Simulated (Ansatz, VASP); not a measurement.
# MgSe in VASP and in Ansatz

```
CELL_PARAMETERS angstrom
0.00000 2.69586 2.69586
2.69586 0.00000 2.69586
2.69586 2.69586 0.00000
ATOMIC_POSITIONS crystal
Mg 0.00000 0.00000 0.00000
Se 0.50000 0.50000 0.50000
```

Alike in both runs: functional LDA; k mesh 8 × 8 × 8; occupations gaussian, width 0.02 eV; no spin polarisation.

Ansatz relaxed the structure, and its values are those at the end. VASP's run is a single point on that final structure, the one shown.

```csv
,VASP,Ansatz
version,VASP 6.6.1,Ansatz 0.2.0
potentials or method,"VASP PAW LDA potentials, release 64 (Mg, Se), cutoff 600 eV","scalar-relativistic, plane waves, PAW"
valence electrons in the cell,8,26
```

VASP gave:

| Quantity | Value |
| --- | --- |
| gap on the k mesh at the Fermi level (eV) | 1.70 |
| least direct gap on the mesh (eV) | 2.62 |
| pressure (GPa) | -0.3 |

Question: Estimate Ansatz's values.

Answer: gap on the k mesh at the Fermi level (eV): 1.72; least direct gap on the mesh (eV): 2.60; pressure (GPa): 0.0.

Ansatz warns that its potentials were made for another functional, while VASP's fit it. LDA's correlation is that of Perdew and Zunger in VASP and of Perdew and Wang (1992) in Ansatz. VASP's potentials hold 8 valence electrons a cell and Ansatz's 26, so a difference there can come from the potentials and not from the codes.
